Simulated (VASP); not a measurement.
# Ti (I4/mmm) in VASP: further runs

The runs below take Ti through single point, with LDA.

Program: VASP 6.6.1. These are calculated values, not measurements. Logs are shortened: lines on timing, memory, paths and dates and some standing lists are left out, and cuts for length are marked.

## Step 1: The cell of the first run

The structure is tetragonal, space group I4/mmm (No. 139). The conventional cell has a = 3.454 Å, b = 3.454 Å, c = 3.282 Å, α = 90.00°, β = 90.00°, γ = 90.00°. Within 3.9 Å of Ti (site symmetry 4/mmm) lie 14 Ti at 2.94 to 3.45 Å.

## Step 2: Single point, LDA (strain +0.0525 x Voigt [1, 1, 0, 0, 0, 0])

The input, INCAR:

```
SYSTEM = Ti
ALGO = Fast
EDIFF = 1E-6
ENCUT = 520
ISIF = 2
ISMEAR = 0
LASPH = .TRUE.
LCHARG = .FALSE.
LREAL = .FALSE.
LWAVE = .FALSE.
NBANDS = 12
NELM = 80
PREC = Accurate
SIGMA = 0.15
```

The input, KPOINTS:

```
k-points
0
G
  20 20 20
  0 0 0
```

The input, POSCAR:

```
Ti
1.0
   -1.7271525000      1.7271525000      1.6410000000
    1.7271525000     -1.7271525000      1.6410000000
    1.7271525000      1.7271525000     -1.6410000000
Ti
1
Direct
    0.0000000000      0.0000000000      0.0000000000
```

Potentials or basis: VASP PAW LDA potentials, release 64 (Ti_sv).

Run with:

```
> cat potpaw_LDA.64/Ti_sv/POTCAR > POTCAR
> mpirun -np 1 vasp_std > vasp.out
```

OUTCAR:

```text
SYSTEM = Ti
   EDIFF = 1E-6
   ENCUT = 520
   ISIF = 2
   ISMEAR = 0
   LASPH = .TRUE.
   LREAL = .FALSE.
   NELM = 80
   PREC = Accurate

 ion  position               nearest neighbor table
   1  0.000  0.000  0.000-

  LATTYP: Found a body centered tetragonal cell.
 ALAT       =     3.4543050000
 C/A-ratio  =     0.9501187648

  Lattice vectors:

 A1 = (  -1.7271525000,   1.7271525000,   1.6410000000)
 A2 = (   1.7271525000,  -1.7271525000,   1.6410000000)
 A3 = (   1.7271525000,   1.7271525000,  -1.6410000000)

Analysis of symmetry for initial positions (statically):
=====================================================================
 Subroutine PRICEL returns:
 Original cell was already a primitive cell.

 Routine SETGRP: Setting up the symmetry group for a
 body centered tetragonal supercell.

 Subroutine GETGRP returns: Found 16 space group operations
 (whereof 16 operations were pure point group operations)
 out of a pool of 16 trial point group operations.

The static configuration has the point symmetry D_4h.

Analysis of symmetry for dynamics (positions and initial velocities):
=====================================================================
 Subroutine PRICEL returns:
 Original cell was already a primitive cell.

 Routine SETGRP: Setting up the symmetry group for a
 body centered tetragonal supercell.

 Subroutine GETGRP returns: Found 16 space group operations
 (whereof 16 operations were pure point group operations)
 out of a pool of 16 trial point group operations.

The dynamic configuration has the point symmetry D_4h.

 Subroutine INISYM returns: Found 16 space group operations
 (whereof 16 operations are pure point group operations),
 and found     1 'primitive' translations

----------------------------------------------------------------------------------------

                                     Primitive cell

  volume of cell :      19.5808

  direct lattice vectors                    reciprocal lattice vectors
    -1.727152500  1.727152500  1.641000000     0.000000000  0.289493835  0.304692261
     1.727152500 -1.727152500  1.641000000     0.289493835  0.000000000  0.304692261
     1.727152500  1.727152500 -1.641000000     0.289493835  0.289493835  0.000000000

  length of vectors
     2.942616611  2.942616611  2.942616611     0.420290440  0.420290440  0.409406107

  position of ions in fractional coordinates (direct lattice)
     0.000000000  0.000000000  0.000000000

  ion indices of the primitive-cell ions
[... 78 lines left out ...]
   IBRION =     -1    ionic relax: 0-MD 1-quasi-New 2-CG
   NFREE  =      0    steps in history (QN), initial steepest desc. (CG)
   ISIF   =      2    stress and relaxation
   ISYM   =      2    0-nonsym 1-usesym 2-fastsym
   POTIM  = 0.5000    time-step for ionic-motion
   TEBEG  =    0.0;   TEEND  =   0.0 temperature during run
   PSTRESS=    0.0 pullay stress
   NELECT =      12.0000    total number of electrons
   NUPDOWN=      -1.0000    fix difference up-down
   EMIN   =  10.00;   EMAX   =-10.00  energy-range for DOS
   EFERMI =   0.00;   METHOD = LEGACY
   ISMEAR =     0;   SIGMA  =   0.15  broadening in eV -4-tet -1-fermi 0-gaus
   EFERMI_NEDOS =   21; number of points for ismear=-14 and -15
   IALGO  =     68    algorithm
   IMIX   =      4    mixing-type and parameters
     AMIX     =   0.40;   BMIX     =  1.00
     AMIX_MAG =   1.60;   BMIX_MAG =  1.00
  volume/ion in A,a.u.               =      19.58       132.14
  Fermi-wavevector in a.u.,A,eV,Ry     =   1.390567  2.627791 26.309269  1.933677
  Thomas-Fermi vector in A             =   2.514490
   LORBIT       =      0    0 simple, 1 ext, 2 COOP (PROOUT), +10 PAW based schemes
   GGA     = CA    functional components
   LHFCALC =     F    Hartree Fock is set to
   AEXX    =    0.0000 exact exchange contribution
   IVDW    =     0    specifies the selected vdW correction
   LEPSILON=     F    determine dielectric tensor
   LRPA    =     F    only Hartree local field effects (RPA)
 non-spin polarized calculation
 RMM-DIIS sequential band-by-band and
 Gauss-broadening in eV      SIGMA  =   0.15
  energy-cutoff  :      520.00
  volume of cell :       19.58
 maximum number of plane-waves:       544
 NGX is ok and might be reduce to    24
   NGX = 11   NGY = 11   NGZ = 11

 number of electron      12.0000000 magnetization

 Free energy of the ion-electron system (eV)
  ---------------------------------------------------
  ext. energy  EPLUGINS =         0.00000000
  ---------------------------------------------------
  free energy    TOTEN  =        -8.23743543 eV

  energy without entropy =       -8.20630742  energy(sigma->0) =       -8.22187143

 E-fermi :   6.6669     XC(G=0): -11.2185

 val. band max:        6.6667414691   @ k =   0.3500   0.1500   0.1500
 cond. band min:       6.6676785730   @ k =   0.4500   0.3500   0.0500
 fundamental gap:      0.0009371039
 Fermi energy:         6.6668717255

 k-point     1 :       0.0000    0.0000    0.0000
  band No.  band energies     occupation
      1     -49.4074      2.00000
      2     -25.7562      2.00000
      3     -25.7507      2.00000
      4     -25.7507      2.00000
      5       1.0576      2.00000
      6       7.2972      0.00000
      7       7.6133      0.00000
      8       7.6133      0.00000
      9       8.8224      0.00000
     10       9.1892      0.00000
     11      23.0345      0.00000
     12      23.0345      0.00000
[... 331 lines left out ...]
 k-point    24 :      -0.3500    0.0500   -0.0000
  band No.  band energies     occupation
      1     -49.3441      2.00000
      2     -26.0951      2.00000
      3     -25.8664      2.00000
      4     -25.7644      2.00000
      5       3.7176      2.00000
      6       6.5230      1.82516
      7       6.9283      0.01370
      8       8.9512      0.00000
      9       9.1688      0.00000
     10       9.4235      0.00000
     11      17.3613      0.00000
     12      20.2088      0.00000

 [... further k-points ...]
[... 5 lines left out ...]
  --------------------------------------------------------------------------------------
  -------------------------------------------------------------------------------------
  Total       -2.0772734     -2.0772734     -2.2653911      0.0000000     -0.0000000      0.0000000
  in kB     -169.9707926   -169.9707926   -185.3633322      0.0000000     -0.0000000      0.0000000
  external PRESSURE =    -175.1016392 kB  Pullay stress =       0.0000000 kB

 VOLUME and BASIS-vectors are now :
 -----------------------------------------------------------------------------
  energy-cutoff  :      520.00
  volume of cell :       19.58
      direct lattice vectors                 reciprocal lattice vectors
    -1.727152500  1.727152500  1.641000000     0.000000000  0.289493835  0.304692261
     1.727152500 -1.727152500  1.641000000     0.289493835  0.000000000  0.304692261
     1.727152500  1.727152500 -1.641000000     0.289493835  0.289493835  0.000000000

 POSITION                                       TOTAL-FORCE (eV/Angst)
 -----------------------------------------------------------------------------------
      0.00000      0.00000      0.00000         0.000000     -0.000000      0.000000
 -----------------------------------------------------------------------------------
    total drift:                               -0.000000      0.000000     -0.000000

  FREE ENERGIE OF THE ION-ELECTRON SYSTEM (eV)
  ---------------------------------------------------
  free  energy   TOTEN  =        -8.2374354281 eV

  energy  without entropy=       -8.2063074237  energy(sigma->0) =       -8.22187143
```

Wall time 3.7 min (1 thread of Intel Xeon Platinum 8259CL at 2.50GHz (Skylake/Cascade Lake), shared host); peak memory 0.25 GiB.

What came out:

| Item | Value |
| --- | --- |
| Free energy | -8.2374 eV |
| Pressure | -17.5 GPa |
| Band gap on the k mesh | zero (band 6 reaches 7.51 eV, above the bottom of band 7 at 6.09 eV) |

Stress tensor (GPa, compression positive):
```
-17.00   0.00   0.00
  0.00 -17.00   0.00
  0.00   0.00 -18.54
```

Caveat: the cell differs from its parent crystal (strain +0.0525 x Voigt [1, 1, 0, 0, 0, 0]).

## Step 3: Single point, LDA (strain +0.0600 x Voigt [1, 1, 0, 0, 0, 0])

The input, INCAR:

```
PREC = Accurate
ENCUT = 520
EDIFF = 1E-6
ISMEAR = 0
SIGMA = 0.15
LREAL = False
LASPH = True
NELM = 60
ALGO = Fast
ISIF = 2
LWAVE = False
LCHARG = True
LELF = True
LVHAR = True
NBANDS = 12
```

The input, KPOINTS:

```
regular mesh
0
Gamma
  20 20 20
```

The input, POSCAR:

```
Ti
1.0
   -1.7394600000      1.7394600000      1.6410000000
    1.7394600000     -1.7394600000      1.6410000000
    1.7394600000      1.7394600000     -1.6410000000
Ti
1
Direct
    0.0000000000      0.0000000000      0.0000000000
```

Potentials or basis: VASP PAW LDA potentials, release 64 (Ti_sv).

Run with:

```
> cat potpaw_LDA.64/Ti_sv/POTCAR > POTCAR
> mpirun -np 1 vasp_std > vasp.out
```

OUTCAR:

```text
PREC = Accurate
   ENCUT = 520
   EDIFF = 1E-6
   ISMEAR = 0
   LREAL = False
   LASPH = True
   NELM = 60
   ISIF = 2

 ion  position               nearest neighbor table
   1  0.000  0.000  0.000-

  LATTYP: Found a body centered tetragonal cell.
 ALAT       =     3.4789200000
 C/A-ratio  =     0.9433962264

  Lattice vectors:

 A1 = (  -1.7394600000,   1.7394600000,   1.6410000000)
 A2 = (   1.7394600000,  -1.7394600000,   1.6410000000)
 A3 = (   1.7394600000,   1.7394600000,  -1.6410000000)

Analysis of symmetry for initial positions (statically):
[... 533 lines left out ...]
      7       6.7960      0.01421
      8       8.7891      0.00000
      9       8.9870      0.00000
     10       9.2397      0.00000
     11      17.1149      0.00000
     12      19.9394      0.00000

 [... further k-points ...]
[... 5 lines left out ...]
  --------------------------------------------------------------------------------------
  -------------------------------------------------------------------------------------
  Total       -2.1859571     -2.1859571     -2.4014456      0.0000000      0.0000000      0.0000000
  in kB     -176.3415922   -176.3415922   -193.7250871      0.0000000      0.0000000      0.0000000
  external PRESSURE =    -182.1360905 kB  Pullay stress =       0.0000000 kB

 VOLUME and BASIS-vectors are now :
 -----------------------------------------------------------------------------
  energy-cutoff  :      520.00
  volume of cell :       19.86
      direct lattice vectors                 reciprocal lattice vectors
    -1.739460000  1.739460000  1.641000000     0.000000000  0.287445529  0.304692261
     1.739460000 -1.739460000  1.641000000     0.287445529  0.000000000  0.304692261
     1.739460000  1.739460000 -1.641000000     0.287445529  0.287445529  0.000000000

 POSITION                                       TOTAL-FORCE (eV/Angst)
 -----------------------------------------------------------------------------------
      0.00000      0.00000      0.00000         0.000000      0.000000      0.000000
 -----------------------------------------------------------------------------------
    total drift:                                0.000000      0.000000     -0.000000

  FREE ENERGIE OF THE ION-ELECTRON SYSTEM (eV)
  ---------------------------------------------------
  free  energy   TOTEN  =        -8.2072486376 eV

  energy  without entropy=       -8.1756605633  energy(sigma->0) =       -8.19145460
```

OSZICAR:

```text
N       E                     dE             d eps       ncg     rms          rms(c)
DAV:   1     0.859660617105E+02    0.85966E+02   -0.64882E+03 15396   0.116E+03
DAV:   2    -0.499076973625E+01   -0.90957E+02   -0.88721E+02 15728   0.292E+02
DAV:   3    -0.941549796749E+01   -0.44247E+01   -0.43629E+01 21864   0.650E+01
[... 12 lines left out ...]
RMM:  16    -0.820724165392E+01   -0.58325E-05   -0.53839E-05 20342   0.430E-02    0.450E-03
RMM:  17    -0.820724487884E+01   -0.32249E-05   -0.28867E-05 17929   0.263E-02    0.173E-03
RMM:  18    -0.820724680757E+01   -0.19287E-05   -0.17270E-05 15746   0.175E-02    0.294E-03
RMM:  19    -0.820724794902E+01   -0.11415E-05   -0.10386E-05 14171   0.127E-02    0.230E-03
RMM:  20    -0.820724863762E+01   -0.68860E-06   -0.62072E-06 14579   0.119E-02
   1 F= -.82072486E+01 E0= -.81914546E+01  d E =-.315881E-01
```

stdout:

```text
POSCAR found type information on POSCAR Ti
 POSCAR found :  1 types and       1 ions
 scaLAPACK will be used
 LDA part: xc-table for (Slater(with rela. corr.)+CA(PZ))
 , standard interpolation
 POSCAR, INCAR and KPOINTS ok, starting setup
 FFT: planning ... GRIDC
 FFT: planning ... GRID_SOFT
 FFT: planning ... GRID
 WAVECAR not read
 entering main loop
WARNING in EDDRMM: call to ZHEGV failed, returncode =   8  4      7
WARNING in EDDRMM: call to ZHEGV failed, returncode =   6  3      5
WARNING in EDDRMM: call to ZHEGV failed, returncode =   6  3      9
WARNING in EDDRMM: call to ZHEGV failed, returncode =   6  3      6
WARNING in EDDRMM: call to ZHEGV failed, returncode =   8  4      7
WARNING in EDDRMM: call to ZHEGV failed, returncode =   6  3      7
WARNING in EDDRMM: call to ZHEGV failed, returncode =   8  4      5
WARNING in EDDRMM: call to ZHEGV failed, returncode =   6  3      6
WARNING in EDDRMM: call to ZHEGV failed, returncode =   6  3      9
```

Run time: 3.7 min. Hardware: 1 thread of Intel Xeon Platinum 8259CL at 2.50GHz (Skylake/Cascade Lake), shared host; peak memory 0.25 GiB.

What came out:

```
Free energy            : -8.2072 eV
Pressure               : -18.2 GPa
Band gap on the k mesh : zero (band 6 reaches 7.37 eV, above the bottom of band 7 at 5.96 eV)
```

Levels at points of the mesh, in eV from the Fermi level:
```
           k point  band 2  band 3  band 4  band 5  band 6  band 7  band 8  band 9  band 10  band 11
(0.00, 0.00, 0.00)  -32.47  -32.46  -32.46   -5.58    0.59    0.95    0.95    2.09     2.50    16.23
(0.50, 0.00, 0.00)  -32.91  -32.61  -32.47   -2.14   -0.46    1.02    2.30    2.74     3.57     7.53
(0.50, 0.50, 0.00)  -32.91  -32.60  -32.45   -2.18   -0.04    0.68    2.00    2.46     3.52     7.13
(0.50, 0.50, 0.50)  -32.79  -32.79  -32.74   -1.77   -1.65    3.24    3.24    3.34     6.88     6.88
```

Caveat: the cell differs from its parent crystal (strain +0.0600 x Voigt [1, 1, 0, 0, 0, 0]).

## Step 4: Single point, LDA (strain -0.0600 x Voigt [1, 1, 0, 0, 0, 0])

The input, INCAR:

```
ALGO = Fast ; EDIFF = 1E-6
ENCUT = 520 ; GGA = CA
ISIF = 2 ; ISMEAR = 0
LASPH = True ; LCHARG = True
LELF = True ; LREAL = False
LVHAR = True ; LWAVE = False
NBANDS = 12 ; NELM = 100
PREC = Accurate ; SIGMA = 0.15
```

The input, KPOINTS:

```
k-points
0
Gamma
  20 20 20
```

The input, POSCAR:

```
Ti
1.0
   -1.5425400000      1.5425400000      1.6410000000
    1.5425400000     -1.5425400000      1.6410000000
    1.5425400000      1.5425400000     -1.6410000000
Ti
1
Direct
    0.0000000000      0.0000000000      0.0000000000
```

Run with:

```
> cat potpaw_LDA.64/Ti_sv/POTCAR > POTCAR
> mpirun -np 1 vasp_std > vasp.out
```

It took 3.3 min on 1 thread of Intel Xeon Platinum 8259CL at 2.50GHz (Skylake/Cascade Lake), shared host; peak memory 0.22 GiB.

It converged, with:

```
Free energy            : -8.4726 eV
Pressure               : 1.8 GPa
Band gap on the k mesh : zero (band 6 reaches 10.04 eV, above the bottom of band 7 at 8.35 eV)
```

Stress tensor (GPa, compression positive):
```
1.66 0.00 0.00
0.00 1.66 0.00
0.00 0.00 2.19
```

Levels at points of the mesh, in eV from the Fermi level:
```csv
k point,band 3,band 4,band 5,band 6,band 7,band 8,band 9,band 10
"(0.00, 0.00, 0.00)",-31.74,-31.73,-6.09,0.88,0.88,1.36,2.73,3.29
"(0.50, 0.00, 0.00)",-32.01,-31.74,-2.72,-0.36,1.46,2.72,3.50,4.80
"(0.50, 0.50, 0.00)",-32.06,-31.78,-2.76,-0.94,1.92,3.41,3.63,4.90
"(0.50, 0.50, 0.50)",-32.35,-32.35,-2.60,-2.40,4.35,4.48,4.48,8.12
```

Caveat: the cell differs from its parent crystal (strain -0.0600 x Voigt [1, 1, 0, 0, 0, 0]).

## Step 5: The runs side by side

```tsv
cell	gap on the mesh (eV)	pressure (GPa)
a = 2.943 Å, angles 108.1, 108.1, 112.2°, 1 atom	none	-17.5
a = 2.957 Å, angles 107.9, 107.9, 112.6°, 1 atom	none	-18.2
a = 2.730 Å, angles 111.2, 111.2, 106.1°, 1 atom	none	1.8
```

Alike in all rows: task single point; level LDA; potentials or basis VASP PAW LDA potentials, release 64 (Ti_sv); no spin polarisation; k mesh 20 × 20 × 20; cutoff (eV) 520; smearing gaussian 0.15 eV.

Absolute energies hang on the potentials; compare differences alone.
